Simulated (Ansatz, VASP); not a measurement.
## One calculation of MgO, two programs

```
CELL_PARAMETERS angstrom
0.00000 2.09700 2.09700
2.09700 0.00000 2.09700
2.09700 2.09700 0.00000
ATOMIC_POSITIONS crystal
Mg 0.00000 0.00000 0.00000
O 0.50000 0.50000 0.50000
```

Alike in both runs: task single point; functional PBEsol; k mesh 16 × 16 × 16; occupations fermi-dirac, width 0.05 eV; no spin polarisation.

```csv
,VASP,Ansatz
version,VASP 6.6.1,Ansatz 0.2.0
potentials or method,"VASP PAW PBE potentials, release 64 (Mg, O), cutoff 520 eV","all-electron LAPW, scalar-relativistic"
```

|  | VASP | Ansatz | Ansatz less VASP |
| --- | --- | --- | --- |
| gap on the k mesh at the Fermi level (eV) | 4.76 | 4.76 | +0.001 |
| least direct gap on the mesh (eV) | 4.76 | 4.76 | +0.001 |

VASP's potentials were made for PBE, not for PBEsol. Ansatz ran all-electron here, and VASP with PAW potentials.
